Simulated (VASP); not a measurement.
Input of a VASP 6.6.1 run:

File INCAR:

```
PREC = Accurate
ENCUT = 520
EDIFF = 1E-6
ISMEAR = -1
SIGMA = 0.08
LREAL = False
LASPH = True
NELM = 100
ALGO = Normal
ISIF = 2
LWAVE = False
LCHARG = False
GGA = PS
NBANDS = 18
```

File KPOINTS:

```
regular mesh
0
Gamma
  15 15 8
```

POSCAR

```
Au
1.0
    1.3974050943     -2.5307508048      0.0000000000
    1.3974050943      2.5307508048      0.0000000000
    0.0000000000      0.0000000000      4.9910330022
Au
2
Direct
    0.6653279700      0.3346720300      0.7500000000
    0.3346720300      0.6653279700      0.2500000000
```

Potentials or basis: VASP PAW PBE potentials, release 64 (Au).

Launch:

```console
$ cat potpaw_PBE.64/Au/POTCAR > POTCAR
$ mpirun -np 1 vasp_std > vasp.out
```

Estimate the band gap on the k mesh.

zero (band 11 reaches 12.75 eV, above the bottom of band 12 at 6.22 eV).

What does it give for the largest force?

0.007 eV/Å.

Forces on the atoms (eV/Å):
```
Au   0.000  0.007  0.000
Au   0.000 -0.007  0.000
```

Caveat: the PAW data sets were made with another functional, which shifts forces and pressure a little; spin-orbit coupling is left out, which moves the levels of the heavy elements.
